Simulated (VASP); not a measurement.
Write the native input for VASP 6.6.1 that does the following.

| Property | Result |
| --- | --- |
| Task | electric field gradients |
| Functional | PBE |
| Potentials or basis | VASP PAW PBE potentials, release 64 (Be) |
| Cutoff | 520 eV |
| k mesh | 23 × 23 × 23 |
| Occupations | fermi-dirac, width 0.03 eV |
| Spin | no spin polarisation |
| Dipole correction | no |
| Further INCAR settings | ALGO = Normal; EDIFF = 1e-08; NBANDS = 7 |

The structure of Be lies in POSCAR:

```
Be
1.0
   -1.2489298800      1.2489298800      1.2489298800
    1.2489298800     -1.2489298800      1.2489298800
    1.2489298800      1.2489298800     -1.2489298800
Be
1
Direct
    0.0000000000      0.0000000000      0.0000000000
```

This cell differs from its parent crystal: volume scaled by 0.99.

The input as run:

INCAR

```
SYSTEM = Be
ALGO = Normal
EDIFF = 1E-8
ENCUT = 520
GGA = PE
ISIF = 2
ISMEAR = -1
LASPH = .TRUE.
LCHARG = .FALSE.
LEFG = .TRUE.
LREAL = .FALSE.
LWAVE = .FALSE.
NBANDS = 7
NELM = 60
PREC = Accurate
SIGMA = 0.03
```

KPOINTS

```
k-points
0
G
  23 23 23
  0 0 0
```

Potentials or basis: VASP PAW PBE potentials, release 64 (Be).

Launch:

```sh
$ cat potpaw_PBE.64/Be/POTCAR > POTCAR
$ mpirun -np 1 vasp_std > vasp.out
```

Results of the run:

* Pressure: 0.5 GPa
* Band gap on the k mesh: zero (band 1 reaches 11.58 eV, above the bottom of band 2 at 6.69 eV)

Caveat: without QUAD_EFG the Cq values of the log hold for a quadrupole moment of 1 mb, not for the nuclei.

Wall time 16 s on 1 thread of AMD EPYC 7R43 64-Core Processor (Zen 3), on a shared host, peak memory 0.08 GiB.
